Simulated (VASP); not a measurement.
# CuO (P-1) in VASP: notebook, part 2 of 2

VASP 6.6.1. Earlier steps stand in the parts before.

## (3) Single point, r2SCAN

This run uses another cell than the first one, of 10.94 Å³/atom.

The input, POSCAR:

```
CuO
1.0
    2.8985710625      0.0000000000      0.0000000000
    0.0393315255      2.8983481113      0.0000000000
    0.0176112532      0.0173591088      5.2106205905
Cu O
2 2
Direct
    0.0000000000      0.5000000000      0.0000000000
    0.5000000000      0.0000000000      0.5000000000
    0.9984239700      0.0016717800      0.7498871000
    0.0015760300      0.9983282200      0.2501129000
```

The input, INCAR.step1:

```
SYSTEM = CuO
ALGO     = Normal         ! electronic algorithm
EDIFF    = 1E-4           ! SCF threshold, eV
ENCUT    = 520            ! plane-wave cutoff, eV
GGA      = PE             ! functional
ISMEAR   = -1             ! smearing method
LASPH    = .TRUE.         ! aspherical terms in the spheres
LCHARG   = .FALSE.        ! write CHGCAR
LREAL    = .FALSE.        ! projectors in reciprocal space
LWAVE    = .TRUE.         ! write WAVECAR
NBANDS   = 25             ! bands
NELM     = 60             ! most SCF steps
PREC     = Accurate       ! precision mode
SIGMA    = 0.05           ! smearing width, eV
```

The input, INCAR.step2:

```
SYSTEM = CuO
ALGO     = Normal         ! electronic algorithm
EDIFF    = 1E-6           ! SCF threshold, eV
ENCUT    = 520            ! plane-wave cutoff, eV
ISIF     = 2              ! what is computed and relaxed
ISMEAR   = -1             ! smearing method
ISTART   = 1            
LASPH    = .TRUE.         ! aspherical terms in the spheres
LCHARG   = .FALSE.        ! write CHGCAR
LMIXTAU  = .TRUE.       
LREAL    = .FALSE.        ! projectors in reciprocal space
LWAVE    = .FALSE.        ! write WAVECAR
METAGGA  = R2SCAN         ! meta-GGA
NBANDS   = 25             ! bands
NELM     = 60             ! most SCF steps
PREC     = Accurate       ! precision mode
SIGMA    = 0.05           ! smearing width, eV
```

The input, KPOINTS:

```
k-points
0
G
  9 9 5
  0 0 0
```

Potentials or basis: VASP PAW PBE potentials, release 64 (Cu, O).

The run is started by

```sh
cat potpaw_PBE.64/Cu/POTCAR potpaw_PBE.64/O/POTCAR > POTCAR
cp INCAR.step1 INCAR
mpirun -np 1 vasp_std > vasp.out
cp INCAR.step2 INCAR
mpirun -np 1 vasp_std > vasp.out
```

OUTCAR:

```text
SYSTEM = CuO
   EDIFF = 1E-6
   ENCUT = 520
   ISIF = 2
   ISMEAR = -1
   ISTART = 1
   LASPH = .TRUE.
   LREAL = .FALSE.
   METAGGA = R2SCAN
   NELM = 60
   PREC = Accurate

 ion  position               nearest neighbor table
   1  0.000  0.500  0.000-   3 1.95   4 1.95   3 1.95   4 1.95
   2  0.500  0.000  0.500-   3 1.95   4 1.95   4 1.95   3 1.95
   3  0.998  0.002  0.750-   2 1.95   2 1.95   1 1.95   1 1.95
   4  0.002  0.998  0.250-   2 1.95   2 1.95   1 1.95   1 1.95

  LATTYP: Found a base centered monoclinic cell.
 ALAT       =    11.1905404506
 B/A-ratio  =     0.3638182808
 C/A-ratio  =     0.4656324948
 COS(beta)  =    -0.9295148209

  Lattice vectors:

 A1 = (   2.8809598093,  -0.0173591088,  -5.2106205905)
 A2 = (   0.0217202723,   2.8809890025,  -5.2106205905)
 A3 = (   0.0176112532,   0.0173591088,   5.2106205905)

Analysis of symmetry for initial positions (statically):
=====================================================================
 Subroutine PRICEL returns:
 Original cell was already a primitive cell.

 Routine SETGRP: Setting up the symmetry group for a
 base centered monoclinic supercell.

 Subroutine GETGRP returns: Found  2 space group operations
 (whereof  2 operations were pure point group operations)
 out of a pool of  4 trial point group operations.

The static configuration has the point symmetry S_2 .

Analysis of symmetry for dynamics (positions and initial velocities):
=====================================================================
 Subroutine PRICEL returns:
 Original cell was already a primitive cell.

 Routine SETGRP: Setting up the symmetry group for a
 base centered monoclinic supercell.

 Subroutine GETGRP returns: Found  2 space group operations
 (whereof  2 operations were pure point group operations)
 out of a pool of  4 trial point group operations.

The dynamic configuration has the point symmetry S_2 .

 Subroutine INISYM returns: Found  2 space group operations
[... 118 lines left out ...]
   IALGO  =     38    algorithm
   IMIX   =      4    mixing-type and parameters
     AMIX     =   0.40;   BMIX     =  1.00
     AMIX_MAG =   1.60;   BMIX_MAG =  1.00
  volume/ion in A,a.u.               =      10.94        73.85
  Fermi-wavevector in a.u.,A,eV,Ry     =   1.504850  2.843754 30.811385  2.264573
  Thomas-Fermi vector in A             =   2.615776
   LORBIT       =      0    0 simple, 1 ext, 2 COOP (PROOUT), +10 PAW based schemes
   METAGGA = R2SCAN    functional components
   LHFCALC =     F    Hartree Fock is set to
   AEXX    =    0.0000 exact exchange contribution
   IVDW    =     0    specifies the selected vdW correction
   LEPSILON=     F    determine dielectric tensor
   LRPA    =     F    only Hartree local field effects (RPA)
 non-spin polarized calculation
  energy-cutoff  :      520.00
  volume of cell :       43.77
 maximum number of plane-waves:      1196
 NGX is ok and might be reduce to    24
   NGX = 11   NGY = 11   NGZ = 19

 number of electron      34.0000001 magnetization

 Free energy of the ion-electron system (eV)
  ---------------------------------------------------
  ext. energy  EPLUGINS =         0.00000000
  ---------------------------------------------------
  free energy    TOTEN  =       -36.46950266 eV

  energy without entropy =      -36.45013720  energy(sigma->0) =      -36.45981993

 E-fermi :   4.8121     XC(G=0): -12.0823

 val. band max:        4.8067675356   @ k =  -0.4444  -0.4444   0.4000
 cond. band min:       4.8129002030   @ k =  -0.4444   0.4444  -0.4000
 fundamental gap:      0.0061326674
 Fermi energy:         4.8120715680

 k-point     1 :       0.0000    0.0000    0.0000
  band No.  band energies     occupation
      1     -16.1604      2.00000
      2     -14.9459      2.00000
      3      -3.5789      2.00000
      4      -0.7957      2.00000
      5      -0.7689      2.00000
      6       0.9224      2.00000
[... 661 lines left out ...]
     24      17.5868      0.00000
     25      21.1357      0.00000

 [... further k-points ...]

------------------------ aborting loop because EDIFF is reached ----------------------------------------

  FORCE on cell =-STRESS in cart. coord.  units (eV):
  Direction    XX          YY          ZZ          XY          YZ          ZX
  --------------------------------------------------------------------------------------
  -------------------------------------------------------------------------------------
  Total       -0.5188658     -0.5296425     -1.4828733     -0.0175117     -0.0012950     -0.0047413
  in kB      -18.9907291    -19.3851620    -54.2738546     -0.6409374     -0.0473963     -0.1735353
  external PRESSURE =     -30.8832486 kB  Pullay stress =       0.0000000 kB

 VOLUME and BASIS-vectors are now :
 -----------------------------------------------------------------------------
  energy-cutoff  :      520.00
  volume of cell :       43.77
      direct lattice vectors                 reciprocal lattice vectors
     2.898571062  0.000000000  0.000000000     0.344997579 -0.004681729 -0.001150452
     0.039331525  2.898348111  0.000000000     0.000000000  0.345024118 -0.001149443
     0.017611253  0.017359109  5.210620590     0.000000000  0.000000000  0.191915720

 POSITION                                       TOTAL-FORCE (eV/Angst)
 -----------------------------------------------------------------------------------
      0.01967      1.44917      0.00000        -0.000000     -0.000000      0.000000
      1.45809      0.00868      2.60531        -0.000000     -0.000000      0.000000
      2.90728      0.01786      3.90738         0.004469     -0.005918      0.009047
      0.04824      2.89784      1.30324        -0.004469      0.005918     -0.009047
 -----------------------------------------------------------------------------------
    total drift:                                0.000000     -0.000000     -0.000000

  FREE ENERGIE OF THE ION-ELECTRON SYSTEM (eV)
  ---------------------------------------------------
  free  energy   TOTEN  =       -36.4695026594 eV

  energy  without entropy=      -36.4501372023  energy(sigma->0) =      -36.45981993
```

OUTCAR.step1:

```text
SYSTEM = CuO
   EDIFF = 1E-4
   ENCUT = 520
   GGA = PE
   ISMEAR = -1
   LASPH = .TRUE.
   LREAL = .FALSE.
   NELM = 60
[... 901 lines left out ...]
      1.45809      0.00868      2.60531        -0.000000     -0.000000      0.000000
      2.90728      0.01786      3.90738         0.003861     -0.005378     -0.001148
      0.04824      2.89784      1.30324        -0.003861      0.005378      0.001148
 -----------------------------------------------------------------------------------
    total drift:                                0.000000     -0.000000     -0.000000

  FREE ENERGIE OF THE ION-ELECTRON SYSTEM (eV)
  ---------------------------------------------------
  free  energy   TOTEN  =       -19.7184800000 eV

  energy  without entropy=      -19.6989428931  energy(sigma->0) =      -19.70871145
```

OSZICAR.step1:

```text
N       E                     dE             d eps       ncg     rms          rms(c)
DAV:   1     0.299865003522E+03    0.29987E+03   -0.16330E+04 10542   0.211E+03
DAV:   2     0.128183401406E+02   -0.28705E+03   -0.26527E+03 10279   0.394E+02
DAV:   3    -0.247335070009E+02   -0.37552E+02   -0.35599E+02 12973   0.158E+02
DAV:   4    -0.260200434256E+02   -0.12865E+01   -0.12801E+01 12189   0.313E+01
DAV:   5    -0.260474224263E+02   -0.27379E-01   -0.27366E-01 13252   0.405E+00    0.178E+01
DAV:   6    -0.235290374879E+02    0.25184E+01   -0.38383E+01 14560   0.154E+02    0.138E+01
DAV:   7    -0.196509491679E+02    0.38781E+01   -0.10668E+01 12438   0.116E+02    0.257E+00
DAV:   8    -0.197537981931E+02   -0.10285E+00   -0.15486E+00 10628   0.841E+00    0.163E+00
DAV:   9    -0.197254241556E+02    0.28374E-01   -0.69020E-02 15610   0.744E+00    0.717E-01
DAV:  10    -0.197227025446E+02    0.27216E-02   -0.36953E-02 15920   0.489E+00    0.566E-01
DAV:  11    -0.197189241604E+02    0.37784E-02   -0.67235E-03 16618   0.199E+00    0.311E-01
DAV:  12    -0.197184603564E+02    0.46380E-03   -0.51315E-03 15503   0.770E-01    0.569E-02
DAV:  13    -0.197184800000E+02   -0.19644E-04   -0.25751E-04  8184   0.354E-01
   1 F= -.19718480E+02 E0= -.19708711E+02  d E =-.195371E-01
```

Wall time 16 min (1 thread of Intel Xeon 8259CL, shared host); peak memory 0.31 GiB.

Results:

- Free energy: -36.4695 eV
- Pressure: -3.1 GPa
- Largest force: 0.012 eV/Å
- Band gap on the k mesh: zero (bands 17 and 18 overlap by 0.92 eV)

Forces on the atoms (eV/Å):
```
Cu   0.000  0.000  0.000
Cu   0.000  0.000  0.000
O    0.004 -0.006  0.009
O   -0.004  0.006 -0.009
```

Levels at points of the mesh, in eV from the Fermi level:
```
           k point  band 14  band 15  band 16  band 17  band 18  band 19  band 20  band 21
(0.00, 0.00, 0.00)    -2.56    -2.48    -2.21     0.66     0.69     1.73     6.65     7.72
```

Caveat: the cell stands under tension; the PAW data sets were made with another functional, which shifts forces and pressure a little; semilocal functionals often make such compounds metallic where correlation or magnetic order opens a gap, which also shifts bond lengths.

## (4) Single point, r2SCAN

This run uses another cell than the first one, of 11.16 Å³/atom.

The input, POSCAR:

```
CuO
1.0
    2.9173934799      0.0000000000      0.0000000000
    0.0395869322      2.9171690810      0.0000000000
    0.0177256152      0.0174718334      5.2444567372
Cu O
2 2
Direct
    0.0000000000      0.5000000000      0.0000000000
    0.5000000000      0.0000000000      0.5000000000
    0.9984239700      0.0016717800      0.7498871000
    0.0015760300      0.9983282200      0.2501129000
```

The input, INCAR.step1:

```
PREC = Accurate
ENCUT = 520
ISMEAR = -1
SIGMA = 0.05
LREAL = F
LASPH = T
NELM = 60
NBANDS = 25
GGA = PE
ALGO = Normal
EDIFF = 1E-4
LWAVE = T
LCHARG = F
```

The input, INCAR.step2:

```
PREC = Accurate
ENCUT = 520
EDIFF = 1E-6
ISMEAR = -1
SIGMA = 0.05
LREAL = F
LASPH = T
NELM = 60
ALGO = Normal
ISIF = 2
LWAVE = F
LCHARG = F
METAGGA = R2SCAN
LMIXTAU = T
NBANDS = 25
ISTART = 1
```

The input, KPOINTS:

```
Automatic mesh
0
Gamma
  9 9 5
```

The run is started by

```sh
cat potpaw_PBE.64/Cu/POTCAR potpaw_PBE.64/O/POTCAR > POTCAR
cp INCAR.step1 INCAR
mpirun -np 1 vasp_std > vasp.out
cp INCAR.step2 INCAR
mpirun -np 1 vasp_std > vasp.out
```

It took 11 min on 1 thread of Intel Xeon 8259CL, shared host; peak memory 0.31 GiB.

The run converged. Its results:

| Property | Result |
| --- | --- |
| Free energy | -36.4463 eV |
| Pressure | -6.0 GPa |
| Largest force | 0.012 eV/Å |
| Band gap on the k mesh | zero (bands 17 and 18 overlap by 0.91 eV) |

Forces on the atoms (eV/Å):
```
Cu   0.000  0.000  0.000
Cu   0.000  0.000  0.000
O    0.006 -0.007  0.009
O   -0.006  0.007 -0.009
```

Stress tensor (GPa, compression positive):
```
-4.43 -0.09 -0.03
-0.09 -4.47 -0.02
-0.03 -0.02 -9.14
```

Levels at points of the mesh, in eV from the Fermi level:
| k point | band 13 | band 14 | band 15 | band 16 | band 17 | band 18 | band 19 | band 20 | band 21 | band 22 |
| --- | --- | --- | --- | --- | --- | --- | --- | --- | --- | --- |
| (0.00, 0.00, 0.00) | -2.51 | -2.50 | -2.42 | -2.16 | 0.65 | 0.68 | 1.68 | 6.63 | 7.63 | 14.07 |

Caveat: the cell stands under tension; the PAW data sets were made with another functional, which shifts forces and pressure a little; semilocal functionals often make such compounds metallic where correlation or magnetic order opens a gap, which also shifts bond lengths. With open d or f shells a metallic result of r2SCAN can be an artefact of self-interaction; +U or a hybrid may open a gap.

## (5) Relaxation of cell and atoms, PBEsol, target pressure 10 GPa, at which the enthalpy is minimised

The input, INCAR:

```
SYSTEM = CuO
PREC = Accurate ; ENCUT = 600
EDIFF = 1E-7 ; ISMEAR = -1
SIGMA = 0.05 ; LREAL = .FALSE.
LASPH = .TRUE. ; NELM = 60
ALGO = Normal ; ISIF = 3
LWAVE = .FALSE. ; LCHARG = .FALSE.
GGA = PS ; IBRION = 2
NSW = 80 ; EDIFFG = -0.02
PSTRESS = 100.0
```

The input, KPOINTS:

```
Automatic mesh
0
G
  9 9 5
  0 0 0
```

The input, POSCAR:

```
CuO
1.0
    2.8795009639      0.0000000000      0.0000000000
    0.0390727580      2.8792794796      0.0000000000
    0.0174953863      0.0172449008      5.1763391994
Cu O
2 2
Direct
    0.0000000000      0.5000000000      0.0000000000
    0.5000000000      0.0000000000      0.5000000000
    0.9984239700      0.0016717800      0.7498871000
    0.0015760300      0.9983282200      0.2501129000
```

The run is started by

```sh
cat potpaw_PBE.64/Cu/POTCAR potpaw_PBE.64/O/POTCAR > POTCAR
mpirun -np 1 vasp_std > vasp.out
```

It took 13 min on 1 thread of Intel Xeon Platinum 8259CL at 2.50GHz (Skylake/Cascade Lake), shared host; peak memory 0.32 GiB.

Results (log left out):

| Property | Result |
| --- | --- |
| Free energy | -21.4147 eV |
| Relaxed volume | 10.08 Å³/atom |
| Relaxed cell | a = 2.814 Å, b = 2.813 Å, c = 5.096 Å, α = 89.78°, β = 89.79°, γ = 89.23° |
| Space group after relaxing (to 0.1 Å) | P4_2/mmc (No. 131) |
| Energy change on relaxing (the run minimises the enthalpy) | +16.9 meV/atom |
| Ionic steps | 6 |
| Pressure after relaxing | 10.2 GPa |
| Largest force after relaxing | 0.012 eV/Å |
| Band gap on the k mesh | zero (bands 17 and 18 overlap by 1.01 eV) |

Forces on the atoms (eV/Å):
```
Cu   0.000  0.000  0.000
Cu   0.000  0.000  0.000
O   -0.003  0.004 -0.011
O    0.003 -0.004  0.011
```

Stress tensor (GPa, compression positive):
```
10.08  0.02 -0.01
 0.02 10.19 -0.03
-0.01 -0.03 10.23
```

The path:
```tsv
step	energy change (eV)	largest force (eV/Å)	pressure (GPa)	volume (Å³)
1	0.0000	0.0124	-1.39	42.92
2	0.2866	0.0072	23.87	38.35
3	0.0563	0.0068	9.75	40.55
4	0.0592	0.0066	10.01	40.50
5	0.0619	0.0012	10.06	40.44
6	0.0678	0.0122	10.17	40.33
```

Final structure:
```
Cu O
1.0
     2.81390   -0.00030    0.00047
     0.03788    2.81281    0.00081
     0.01793    0.01829    5.09545
Cu O
2 2
Direct
  0.00000 0.50000 0.00000
  0.50000 0.00000 0.50000
  0.99847 0.00156 0.75008
  0.00153 0.99844 0.24992
```

Levels at points of the mesh, in eV from the Fermi level:
| k point | band 14 | band 15 | band 16 | band 17 | band 18 | band 19 | band 20 | band 21 |
| --- | --- | --- | --- | --- | --- | --- | --- | --- |
| (0.00, 0.00, 0.00) | -2.62 | -2.53 | -2.22 | 0.70 | 0.74 | 1.64 | 6.17 | 7.59 |

Caveat: the cell is relaxed towards a set pressure, so the run minimises the enthalpy, not the energy; the PAW data sets were made with another functional, which shifts forces and pressure a little; semilocal functionals often make such compounds metallic where correlation or magnetic order opens a gap, which also shifts bond lengths.

## (6) Summary

```csv
task,level,cell,cutoff (eV),gap on the mesh (eV),pressure (GPa),largest force (eV/Å)
single point,r2SCAN,"a = 2.880, b = 2.880, c = 5.176 Å, angles 89.8, 89.8, 89.2°, 4 atoms",520,none,0.2,0.01
single point,r2SCAN,"a = 2.899, b = 2.899, c = 5.211 Å, angles 89.8, 89.8, 89.2°, 4 atoms",520,none,-3.1,0.01
single point,r2SCAN,"a = 2.917, b = 2.917, c = 5.245 Å, angles 89.8, 89.8, 89.2°, 4 atoms",520,none,-6.0,0.01
relaxation of cell and atoms,PBEsol,"relaxed to 10 GPa from a = 2.880, b = 2.880, c = 5.176 Å, angles 89.8, 89.8, 89.2°, 4 atoms",600,none,10.2,0.01
```

Alike in all rows: potentials or basis VASP PAW PBE potentials, release 64 (Cu, O); no spin polarisation; k mesh 9 × 9 × 5; smearing fermi-dirac 0.05 eV.

Caveats: the PAW data sets were made with another functional, which shifts forces and pressure a little; semilocal functionals often make such compounds metallic where correlation or magnetic order opens a gap, which also shifts bond lengths; the cell stands under tension (at least some runs); the cell is relaxed towards a set pressure, so the run minimises the enthalpy, not the energy (at least some runs).

Absolute energies hang on the potentials; compare differences alone.
